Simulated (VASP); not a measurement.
Write the native input for VASP 6.6.1 that does the following.

| Quantity | Value |
| --- | --- |
| Task | single point |
| Functional | PBE |
| Potentials or basis | VASP PAW PBE potentials, release 64 (Si, N) |
| Cutoff | 520 eV |
| k mesh | 4 × 6 × 4 |
| Occupations | gaussian, width 0.1 eV |
| Spin | collinear spin, ferromagnetic start |
| Starting moments | [0.0, 0.0, 0.0, 0.0, 1.0, 1.0] μB |
| Dipole correction | no |
| Further INCAR settings | ALGO = Normal; EDIFF = 1e-06; NBANDS = 26 |

The structure of Si2N lies in POSCAR:

```
Si2N
1.0
    4.9032997191      0.0000000000      0.0000000000
    0.0000000000      2.7966039252      0.0000000000
   -1.3493282211      0.0000000000      5.3721729727
Si N
4 2
Direct
    0.2594937103      0.0000000000      0.0560863260
    0.2562901481      0.5000000000      0.5895523895
    0.7405062897      0.0000000000      0.9439136740
    0.7437098519      0.5000000000      0.4104476105
    0.6516992301      0.5000000000      0.7223782171
    0.3483007699      0.5000000000      0.2776217829
```

One way to write it, as run:

INCAR

```
ALGO = Normal
EDIFF = 1E-6
ENCUT = 520
GGA = PE
ISIF = 2
ISMEAR = 0
ISPIN = 2
LASPH = T
LCHARG = T
LELF = T
LORBIT = 11
LREAL = F
LVHAR = T
LWAVE = F
MAGMOM = 0 0 0 0 1 1
NBANDS = 26
NELM = 150
PREC = Accurate
SIGMA = 0.1
```

KPOINTS

```
k-points
0
Gamma
  4 6 4
```

Potentials or basis: VASP PAW PBE potentials, release 64 (Si, N).

Command:

```sh
$ cat potpaw_PBE.64/Si/POTCAR potpaw_PBE.64/N/POTCAR > POTCAR
$ mpirun -np 1 vasp_std > vasp.out
```

Results of the run:

| Quantity | Value |
| --- | --- |
| Pressure | 0.0 GPa |
| Largest force | 0.016 eV/Å |
| Band gap on the k mesh | zero (filled and empty bands overlap) |
| Net moment | 0.00 μB per cell |
| Valence electrons inside the program's atomic spheres | Si 1.59, 1.57 (each value once); N 3.85 |

Caveat: the k points lie up to 0.37 Å⁻¹ apart, too coarse for converged energies and pressures of a metal.

Run time: 76 s on 1 thread of Intel(R) Xeon(R) Platinum 8559C (Emerald Rapids), on a shared host, peak memory 0.27 GiB.
